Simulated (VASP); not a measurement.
Set up this calculation in VASP 6.6.1, as the native input.

- Task: single point
- Functional: PBE
- Potentials or basis: VASP PAW PBE potentials, release 64 (Si, C)
- Cutoff: 520 eV
- k mesh: 16 × 16 × 16
- Occupations: fermi-dirac, width 0.05 eV
- Spin: no spin polarisation
- Dipole correction: no
- Further INCAR settings: ALGO = Normal; EDIFF = 1e-06; NBANDS = 11

The structure of SiC (CsCl type) lies in POSCAR:

```
SiC
1.0
    2.1895492718      0.0000000000      0.0000000000
    0.0000000000      2.1895492718      0.0000000000
    0.0000000000      0.0000000000      2.1895492718
Si C
1 1
Direct
    0.0000000000      0.0000000000      0.0000000000
    0.5000000000      0.5000000000      0.5000000000
```

One way to write it, as run:

INCAR

```
SYSTEM = SiC
ALGO = Normal
EDIFF = 1E-6
ENCUT = 520
GGA = PE
ISIF = 2
ISMEAR = -1
LASPH = .TRUE.
LCHARG = .FALSE.
LREAL = .FALSE.
LWAVE = .FALSE.
NBANDS = 11
NELM = 80
PREC = Accurate
SIGMA = 0.05
```

KPOINTS

```
k-points
0
G
  16 16 16
  0 0 0
```

Potentials or basis: VASP PAW PBE potentials, release 64 (Si, C).

Command:

```sh
$ cat potpaw_PBE.64/Si/POTCAR potpaw_PBE.64/C/POTCAR > POTCAR
$ mpirun -np 1 vasp_std > vasp.out
```

Results of the run:

* Pressure: 320.1 GPa
* Band gap on the k mesh: zero (band 4 reaches 22.57 eV, above the bottom of band 5 at 17.99 eV)

Run time: 6.8 s on 1 thread of Intel(R) Xeon(R) Platinum 8259CL CPU @ 2.50GHz (Skylake/Cascade Lake) (shared host), peak memory 0.12 GiB.
